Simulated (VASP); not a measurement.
Wanted: the native input for a VASP 6.6.1 run.

```yaml
Task: single point
Functional: PBE
Potentials_or_basis: VASP PAW PBE potentials, release 64 (Cu, O)
Cutoff: 520 eV
k_mesh: 7 × 7 × 4
Occupations: gaussian, width 0.05 eV
Spin: collinear spin, ferromagnetic start
Starting_moments: "[1.0, 1.0, 0.0, 0.0] μB"
Hubbard_terms: Cu d U = 5.0 eV, J = 0.9 eV
Dipole_correction: no
LDAUTYPE: 1
Hund's_J: 0.9
Further_INCAR_settings: ALGO = Normal; EDIFF = 1e-07; NBANDS = 29
```

The structure of CuO lies in POSCAR:

```
CuO
1.0
    2.3446497600     -1.7133998200      0.0000000000
    2.3446497600      1.7133998200      0.0000000000
   -0.8605499100      0.0000000000      5.0594394800
Cu O
2 2
Direct
    0.0032000000      0.4968000000      0.0000000000
    0.4968000000      0.0032000000      0.5000000000
    0.5714000000      0.4056000000      0.2537000000
    0.4056000000      0.5714000000      0.7537000000
```

One way to write it, as run:

INCAR

```
SYSTEM = CuO
PREC     = Accurate       ! precision mode
ENCUT    = 520            ! plane-wave cutoff, eV
EDIFF    = 1E-7           ! SCF threshold, eV
ISMEAR   = 0              ! smearing method
SIGMA    = 0.05           ! smearing width, eV
LREAL    = .False.        ! projectors in reciprocal space
LASPH    = .True.         ! aspherical terms in the spheres
NELM     = 150            ! most SCF steps
ALGO     = Normal         ! electronic algorithm
ISIF     = 2              ! what is computed and relaxed
LWAVE    = .False.        ! write WAVECAR
LCHARG   = .True.         ! write CHGCAR
ISPIN    = 2              ! spin polarisation
MAGMOM   = 1 1 0 0        ! initial moments
LORBIT   = 11             ! projections on sites
LMAXMIX  = 4              ! l up to which the mixer works
LDAU     = .True.         ! DFT+U
LDAUTYPE = 1            
LDAUL    = 2 -1           ! shell
LDAUU    = 5 0            ! U, eV
LDAUJ    = 0.9 0        
LDAUPRINT= 1            
GGA      = PE             ! functional
LELF     = .True.         ! ELF
LVHAR    = .True.       
NBANDS   = 29             ! bands
```

KPOINTS

```
regular mesh
0
Gamma
  7 7 4
  0 0 0
```

Potentials or basis: VASP PAW PBE potentials, release 64 (Cu, O).

The run is started by

```console
$ cat potpaw_PBE.64/Cu/POTCAR potpaw_PBE.64/O/POTCAR > POTCAR
$ mpirun -np 1 vasp_std > vasp.out
```

Results of the run:

```json
{
  "Pressure": "4.2 GPa",
  "Largest force": "0.807 eV/Å",
  "Band gap on the k mesh": "0.32 eV, indirect (least direct gap 0.34 eV)",
  "Net moment": "2.00 μB per cell",
  "Site moments": "Cu +0.67; O +0.29 μB",
  "Valence electrons inside the program's atomic spheres": "Cu 9.91; O 5.00"
}
```

Run time: 5 min on 1 thread of AMD EPYC 7R13, on a shared host, peak memory 0.21 GiB.
